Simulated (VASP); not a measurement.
A run of VASP 6.6.1 is set up as follows.

File INCAR:

```
SYSTEM = Al
  ALGO = Normal
  EDIFF = 1E-6
  EDIFFG = -0.002
  ENCUT = 600
  GGA = PS
  IBRION = 2
  ISIF = 3
  ISMEAR = -1
  LASPH = .TRUE.
  LCHARG = .FALSE.
  LREAL = .FALSE.
  LWAVE = .FALSE.
  NELM = 100
  NSW = 100
  PREC = Accurate
  SIGMA = 0.08
```

File KPOINTS:

```
k-points
0
G
  14 14 14
  0 0 0
```

Contents of POSCAR:

```
Al
1.0
    0.0000000000      2.0248050000      2.0248050000
    2.0248050000      0.0000000000      2.0248050000
    2.0248050000      2.0248050000      0.0000000000
Al
1
Direct
    0.0000000000      0.0000000000      0.0000000000
```

Potentials or basis: VASP PAW PBE potentials, release 64 (Al).

Run with:

```sh
$ cat potpaw_PBE.64/Al/POTCAR > POTCAR
$ mpirun -np 1 vasp_std > vasp.out
```

(1) What does it give for the relaxed volume?

(2) Predict the relaxed cell.

(3) Predict the space group after relaxing (to 0.05 Å).

Answers

(1) 16.16 Å³/atom.

(2) a = 2.838 Å, b = 2.838 Å, c = 2.838 Å, α = 60.00°, β = 60.00°, γ = 60.00°.

(3) Fm-3m (No. 225).

Caveat: the PAW data sets were made with another functional, which shifts forces and pressure a little.
